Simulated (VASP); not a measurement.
# P: single point with PBE

The system is P.

```
P
1.0
     4.56502    0.00000    0.00000
     0.00000    4.56502    0.00000
     0.00000    0.00000    4.55153
P
6
Direct
  0.15489 0.34511 0.25000
  0.84511 0.65489 0.25000
  0.34511 0.84511 0.75000
  0.65489 0.15489 0.75000
  0.50000 0.50000 0.00000
  0.00000 0.00000 0.50000
```

* Program: VASP 6.6.1
* Task: single point
* Functional: PBE
* Potentials or basis: VASP PAW PBE potentials, release 64 (P)
* Cutoff: 520 eV
* k mesh: 4 × 4 × 4
* Occupations: gaussian, width 0.1 eV
* Spin: no spin polarisation

The pressure is 28.2 GPa. The largest force is 0.900 eV/Å and the band gap on the k mesh is zero (band 15 reaches 9.68 eV, above the bottom of band 16 at 8.12 eV).

Forces in eV/Å, atoms in the order of the input:
```
P    0.637 -0.637  0.000
P   -0.637  0.637  0.000
P   -0.637 -0.637  0.000
P    0.637  0.637  0.000
P    0.000  0.000  0.000
P    0.000  0.000  0.000
```

Stress tensor (GPa, compression positive):
```
32.76  0.00  0.00
 0.00 32.76  0.00
 0.00  0.00 19.06
```

Levels at points of the mesh, in eV from the Fermi level:
| k point | band 11 | band 12 | band 13 | band 14 | band 15 | band 16 | band 17 | band 18 |
| --- | --- | --- | --- | --- | --- | --- | --- | --- |
| (0.00, 0.00, 0.00) | -5.40 | -2.15 | -2.15 | -2.05 | -0.85 | -0.55 | 1.24 | 1.24 |
| (0.50, 0.00, 0.00) | -3.07 | -3.07 | -1.51 | -1.51 | -0.42 | -0.42 | 0.29 | 0.29 |
| (0.50, 0.50, 0.00) | -4.13 | -4.13 | -1.08 | -1.08 | 0.75 | 0.75 | 1.76 | 1.76 |
| (0.00, 0.00, 0.50) | -3.22 | -3.22 | -1.76 | -1.76 | -0.57 | -0.57 | 0.21 | 0.21 |
| (0.50, 0.00, 0.50) | -4.11 | -4.11 | -1.42 | -1.42 | 0.39 | 0.39 | 2.16 | 2.16 |
| (0.50, 0.50, 0.50) | -2.14 | -1.19 | -1.19 | -0.46 | 0.30 | 0.96 | 1.06 | 1.06 |

It took 27 s on 1 thread of AMD EPYC 7R43 64-Core Processor (Zen 3), on a shared host, peak memory 0.16 GiB.
